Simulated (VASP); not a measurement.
Here is a VASP 6.6.1 calculation.

INCAR

```
SYSTEM = C
PREC = Accurate
ENCUT = 520
EDIFF = 1E-7
ISMEAR = 0
SIGMA = 0.03
LREAL = .False.
LASPH = .True.
NELM = 60
ALGO = Normal
ISIF = 2
LWAVE = .False.
LCHARG = .True.
GGA = PE
IVDW = 12
LELF = .True.
LVHAR = .True.
NBANDS = 11
```

File KPOINTS:

```
regular mesh
0
Gamma
  16 16 16
  0 0 0
```

Contents of POSCAR:

```
C
1.0
    0.0000000000      2.1895892675      3.4862287771
    1.2648346047      0.0000000000      3.4862287771
    1.2648346047      2.1895892675      0.0000000000
C
2
Direct
    0.1491248011      0.8508751989      0.1491248011
    0.8508751989      0.1491248011      0.8508751989
```

Potentials or basis: VASP PAW PBE potentials, release 64 (C).

The run is started by

```sh
$ cat potpaw_PBE.64/C/POTCAR > POTCAR
$ mpirun -np 1 vasp_std > vasp.out
```

Problem. Predict the pressure.

Solution. -8.6 GPa.

Problem. Predict the dispersion energy per atom.

Solution. -0.146 eV.

Problem. What does it give for the largest force?

Solution. 7.921 eV/Å.

Stress tensor (GPa, compression positive):
```
-23.53   0.00   0.00
  0.00  -1.42   0.00
  0.00   0.00  -0.94
```

Caveat: the cell differs from its parent crystal (atoms shifted along a free coordinate); the stress differs along the axes, from -24 to -1 GPa; forces of over 1 eV/Å act on the atoms, so gaps and moduli don't describe the material at rest.
